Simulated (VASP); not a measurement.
# TaTl (F-43m) in VASP: relaxation of cell and atoms with PBE

Aim: the relaxation of cell and atoms of TaTl with PBE.

All numbers are computed with VASP 6.6.1; they aren't measurements. Logs are shortened: lines on timing, memory, paths and dates and some standing lists are left out, and cuts for length are marked.

## (1) The cell of the first run

The structure is cubic, space group F-43m (No. 216). The conventional cell has a = 6.305 Å, b = 6.305 Å, c = 6.305 Å, α = 90.00°, β = 90.00°, γ = 90.00°. Ta (site symmetry -43m) has 4 Tl at 2.73 Å within 3.6 Å. Within 3.6 Å of Tl (site symmetry -43m) lie 4 Ta at 2.73 Å.

## (2) Relaxation of cell and atoms, PBE

The input, INCAR:

```
PREC = Accurate ; ENCUT = 600
EDIFF = 1E-6 ; ISMEAR = 0
SIGMA = 0.1 ; LREAL = False
LASPH = True ; NELM = 80
ALGO = Fast ; ISIF = 3
LWAVE = False ; LCHARG = False
GGA = PE ; IBRION = 2
NSW = 100 ; EDIFFG = -0.01
```

The input, KPOINTS:

```
Automatic mesh
0
Gamma
  16 16 16
```

The input, POSCAR:

```
TaTl
1.0
    0.0000000000      3.1525345433      3.1525345433
    3.1525345433      0.0000000000      3.1525345433
    3.1525345433      3.1525345433      0.0000000000
Ta Tl
1 1
Direct
    0.0000000000      0.0000000000      0.0000000000
    0.2500000000      0.2500000000      0.2500000000
```

Potentials or basis: VASP PAW PBE potentials, release 64 (Ta_pv, Tl_d).

On the command line:

```bash
> cat potpaw_PBE.64/Ta_pv/POTCAR potpaw_PBE.64/Tl_d/POTCAR > POTCAR
> mpirun -np 1 vasp_std > vasp.out
```

OUTCAR:

```text
PREC = Accurate
   ENCUT = 600
   EDIFF = 1E-6
   ISMEAR = 0
   LREAL = False
   LASPH = True
   NELM = 80
   ISIF = 3
   GGA = PE
   IBRION = 2
   NSW = 100
   EDIFFG = -0.01

 ion  position               nearest neighbor table
   1  0.000  0.000  0.000-   2 2.73   2 2.73   2 2.73   2 2.73
   2  0.250  0.250  0.250-   1 2.73   1 2.73   1 2.73   1 2.73

  LATTYP: Found a face centered cubic cell.
 ALAT       =     6.3050690866

  Lattice vectors:

 A1 = (   0.0000000000,   3.1525345433,   3.1525345433)
 A2 = (   3.1525345433,   0.0000000000,   3.1525345433)
 A3 = (   3.1525345433,   3.1525345433,   0.0000000000)

Analysis of symmetry for initial positions (statically):
=====================================================================
 Subroutine PRICEL returns:
 Original cell was already a primitive cell.

 Routine SETGRP: Setting up the symmetry group for a
 face centered cubic supercell.

 Subroutine GETGRP returns: Found 24 space group operations
 (whereof 24 operations were pure point group operations)
 out of a pool of 48 trial point group operations.

The static configuration has the point symmetry T_d .

Analysis of symmetry for dynamics (positions and initial velocities):
=====================================================================
 Subroutine PRICEL returns:
 Original cell was already a primitive cell.

 Routine SETGRP: Setting up the symmetry group for a
 face centered cubic supercell.

 Subroutine GETGRP returns: Found 24 space group operations
 (whereof 24 operations were pure point group operations)
 out of a pool of 48 trial point group operations.

The dynamic configuration has the point symmetry T_d .

 Subroutine INISYM returns: Found 24 space group operations
 (whereof 24 operations are pure point group operations),
 and found     1 'primitive' translations

----------------------------------------------------------------------------------------

                                     Primitive cell

  volume of cell :      62.6628

  direct lattice vectors                    reciprocal lattice vectors
     0.000000000  3.152534543  3.152534543    -0.158602544  0.158602544  0.158602544
     3.152534543  0.000000000  3.152534543     0.158602544 -0.158602544  0.158602544
     3.152534543  3.152534543  0.000000000     0.158602544  0.158602544 -0.158602544

  length of vectors
     4.458357107  4.458357107  4.458357107     0.274707665  0.274707665  0.274707665

  position of ions in fractional coordinates (direct lattice)
     0.000000000  0.000000000  0.000000000
     0.250000000  0.250000000  0.250000000

  ion indices of the primitive-cell ions
   primitive index   ion index
                 1           1
                 2           2

----------------------------------------------------------------------------------------

 KPOINTS: Automatic mesh

Automatic generation of k-mesh.
 Grid dimensions read from file:
 generate k-points for:   16   16   16

 Generating k-lattice:

  Cartesian coordinates                     Fractional coordinates (reciprocal lattice)
    -0.009912659  0.009912659  0.009912659     0.062500000  0.000000000  0.000000000
     0.009912659 -0.009912659  0.009912659     0.000000000  0.062500000  0.000000000
     0.009912659  0.009912659 -0.009912659     0.000000000  0.000000000  0.062500000

  Length of vectors
     0.017169229  0.017169229  0.017169229

  Shift w.r.t. Gamma in fractional coordinates (k-lattice)
     0.000000000  0.000000000  0.000000000

 Subroutine IBZKPT returns following result:
 ===========================================

 Found    145 irreducible k-points:

 Following reciprocal coordinates:
            Coordinates               Weight
  0.000000  0.000000  0.000000      1.000000
  0.062500  0.000000  0.000000      8.000000
  0.125000  0.000000  0.000000      8.000000
  0.187500  0.000000  0.000000      8.000000
  0.250000  0.000000  0.000000      8.000000
  0.312500  0.000000  0.000000      8.000000
[... 16 lines left out ...]
 -0.125000  0.062500  0.000000     24.000000
 -0.062500  0.062500  0.000000     12.000000
 [... further k-points ...]
   k-points           NKPTS =    145   k-points in BZ     NKDIM =    145   number of bands    NBANDS=     16
   number of dos      NEDOS =    301   number of ions     NIONS =      2
   total plane-waves  NPLWV =  46656
   dimension x,y,z NGX =    36 NGY =   36 NGZ =   36
   dimension x,y,z NGXF=    72 NGYF=   72 NGZF=   72
   ions per type =               1   1
   NGX,Y,Z   is equivalent  to a cutoff of  13.42, 13.42, 13.42 a.u.
   NGXF,Y,Z  is equivalent  to a cutoff of  26.85, 26.85, 26.85 a.u.
 SYSTEM =  unknown system
   PREC   = accura    normal or accurate (medium, high low for compatibility)
   ISTART =      0    job   : 0-new  1-cont  2-samecut
   ICHARG =      2    charge: 1-file 2-atom 10-const
   ISPIN  =      1    spin polarized calculation?
   LNONCOLLINEAR =      F non collinear calculations
   LSORBIT =      F    spin-orbit coupling
   LASPH  =      T    aspherical Exc in radial PAW
   ENCUT  =  600.0 eV  44.10 Ry    6.64 a.u.   8.90  8.90  8.90*2*pi/ulx,y,z
   NELM   =     80;   NELMIN=  2; NELMDL= -5     # of ELM steps
   EDIFF  = 0.1E-05   stopping-criterion for ELM
   LREAL  =      F    real-space projection
   EDIFFG = -.1E-01   stopping-criterion for IOM
   NSW    =    100    number of steps for IOM
   IBRION =      2    ionic relax: 0-MD 1-quasi-New 2-CG
   NFREE  =      1    steps in history (QN), initial steepest desc. (CG)
   ISIF   =      3    stress and relaxation
   ISYM   =      2    0-nonsym 1-usesym 2-fastsym
   POTIM  = 0.5000    time-step for ionic-motion
   TEBEG  =    0.0;   TEEND  =   0.0 temperature during run
   PSTRESS=    0.0 pullay stress
   NELECT =      24.0000    total number of electrons
   NUPDOWN=      -1.0000    fix difference up-down
   EMIN   =  10.00;   EMAX   =-10.00  energy-range for DOS
   EFERMI =   0.00;   METHOD = LEGACY
   ISMEAR =     0;   SIGMA  =   0.10  broadening in eV -4-tet -1-fermi 0-gaus
   EFERMI_NEDOS =   21; number of points for ismear=-14 and -15
   IALGO  =     68    algorithm
   IMIX   =      4    mixing-type and parameters
     AMIX     =   0.40;   BMIX     =  1.00
     AMIX_MAG =   1.60;   BMIX_MAG =  1.00
  volume/ion in A,a.u.               =      31.33       211.43
  Fermi-wavevector in a.u.,A,eV,Ry     =   1.188891  2.246678 19.231317  1.413462
  Thomas-Fermi vector in A             =   2.325011
   LORBIT       =      0    0 simple, 1 ext, 2 COOP (PROOUT), +10 PAW based schemes
   GGA     = PE    functional components
   LHFCALC =     F    Hartree Fock is set to
   AEXX    =    0.0000 exact exchange contribution
   IVDW    =     0    specifies the selected vdW correction
   LEPSILON=     F    determine dielectric tensor
   LRPA    =     F    only Hartree local field effects (RPA)
 conjugate gradient relaxation of ions
 non-spin polarized calculation
 RMM-DIIS sequential band-by-band and
 Gauss-broadening in eV      SIGMA  =   0.10
  energy-cutoff  :      600.00
  volume of cell :       62.66
 maximum number of plane-waves:      2120
   NGX = 17   NGY = 17   NGZ = 17

 number of electron      24.0000000 magnetization

 Free energy of the ion-electron system (eV)
  ---------------------------------------------------
  ext. energy  EPLUGINS =         0.00000000
  ---------------------------------------------------
  free energy    TOTEN  =        -9.77077663 eV

  energy without entropy =       -9.76433446  energy(sigma->0) =       -9.76755554

 E-fermi :   3.6531     XC(G=0):  -9.5726

 val. band max:        3.6467966952   @ k =  -0.4375   0.3750   0.0000
 cond. band min:       3.6612725884   @ k =  -0.4375   0.4375   0.0000
 fundamental gap:      0.0144758932
 Fermi energy:         3.6530643550

 k-point     1 :       0.0000    0.0000    0.0000
  band No.  band energies     occupation
      1     -31.7489      2.00000
      2     -31.7489      2.00000
      3     -31.7489      2.00000
      4      -7.8035      2.00000
      5      -7.8035      2.00000
      6      -7.8035      2.00000
[... 8 lines left out ...]
     15       8.0161      0.00000
     16      11.5632      0.00000

 k-point     2 :       0.0625    0.0000    0.0000
  band No.  band energies     occupation
      1     -31.7493      2.00000
      2     -31.7489      2.00000
      3     -31.7489      2.00000
      4      -7.8067      2.00000
      5      -7.8050      2.00000
      6      -7.8050      2.00000
[... 8 lines left out ...]
     15       8.0936      0.00000
     16      10.5726      0.00000

 k-point     3 :       0.1250    0.0000    0.0000
  band No.  band energies     occupation
      1     -31.7502      2.00000
      2     -31.7490      2.00000
      3     -31.7490      2.00000
      4      -7.8158      2.00000
      5      -7.8084      2.00000
      6      -7.8084      2.00000
[... 8 lines left out ...]
     15       8.1921      0.00000
     16       9.5240      0.00000

 k-point     4 :       0.1875    0.0000    0.0000
  band No.  band energies     occupation
      1     -31.7516      2.00000
      2     -31.7491      2.00000
      3     -31.7491      2.00000
      4      -7.8297      2.00000
      5      -7.8116      2.00000
      6      -7.8116      2.00000
[... 8 lines left out ...]
     15       7.7052      0.00000
     16       9.1478      0.00000
[... 324 lines left out ...]
 k-point    22 :      -0.1875    0.0625    0.0000
  band No.  band energies     occupation
      1     -31.7523      2.00000
      2     -31.7493      2.00000
      3     -31.7491      2.00000
      4      -7.8371      2.00000
      5      -7.8181      2.00000
      6      -7.8075      2.00000
[... 8 lines left out ...]
     15       7.3841      0.00000
     16       8.8665      0.00000

 k-point    23 :      -0.1250    0.0625    0.0000
  band No.  band energies     occupation
      1     -31.7508      2.00000
      2     -31.7492      2.00000
      3     -31.7490      2.00000
      4      -7.8237      2.00000
      5      -7.8145      2.00000
      6      -7.8047      2.00000
[... 8 lines left out ...]
     15       8.1463      0.00000
     16       9.1224      0.00000

 k-point    24 :      -0.0625    0.0625    0.0000
  band No.  band energies     occupation
      1     -31.7498      2.00000
      2     -31.7490      2.00000
      3     -31.7489      2.00000
      4      -7.8134      2.00000
      5      -7.8095      2.00000
      6      -7.8031      2.00000
[... 8 lines left out ...]
     15       8.1902      0.00000
     16       9.9752      0.00000

 [... further k-points ...]

------------------------ aborting loop because EDIFF is reached ----------------------------------------

  FORCE on cell =-STRESS in cart. coord.  units (eV):
  Direction    XX          YY          ZZ          XY          YZ          ZX
  --------------------------------------------------------------------------------------
  -------------------------------------------------------------------------------------
  Total        0.0016071      0.0016071      0.0016071     -0.0000000      0.0000000     -0.0000000
  in kB        0.0410917      0.0410917      0.0410917     -0.0000000      0.0000000     -0.0000000
  external PRESSURE =       0.0410917 kB  Pullay stress =       0.0000000 kB

 VOLUME and BASIS-vectors are now :
 -----------------------------------------------------------------------------
  energy-cutoff  :      600.00
  volume of cell :       62.66
      direct lattice vectors                 reciprocal lattice vectors
     0.000000000  3.152534543  3.152534543    -0.158602544  0.158602544  0.158602544
     3.152534543  0.000000000  3.152534543     0.158602544 -0.158602544  0.158602544
     3.152534543  3.152534543  0.000000000     0.158602544  0.158602544 -0.158602544

 POSITION                                       TOTAL-FORCE (eV/Angst)
 -----------------------------------------------------------------------------------
      0.00000      0.00000      0.00000         0.000000      0.000000      0.000000
      1.57627      1.57627      1.57627        -0.000000     -0.000000     -0.000000
 -----------------------------------------------------------------------------------
    total drift:                                0.000000      0.000000      0.000000

  FREE ENERGIE OF THE ION-ELECTRON SYSTEM (eV)
  ---------------------------------------------------
  free  energy   TOTEN  =        -9.7707766313 eV

  energy  without entropy=       -9.7643344558  energy(sigma->0) =       -9.76755554

 reached required accuracy - stopping structural energy minimisation
```

Run time: 3.2 min. Hardware: 1 thread of Intel Xeon Platinum 8259CL at 2.50GHz (Skylake/Cascade Lake), shared host; peak memory 0.36 GiB.

What came out:

```
Free energy             : -9.7708 eV
Pressure after relaxing : 0.0 GPa
Band gap on the k mesh  : zero (bands 12 and 13 overlap by 0.31 eV)
```

Final structure:
```
CELL_PARAMETERS angstrom
0.00000 3.15253 3.15253
3.15253 0.00000 3.15253
3.15253 3.15253 0.00000
ATOMIC_POSITIONS crystal
Ta 0.00000 0.00000 0.00000
Tl 0.25000 0.25000 0.25000
```

Caveat: the relaxation stopped at its first step, so nothing moved; spin-orbit coupling is left out, which moves the levels of the heavy elements.
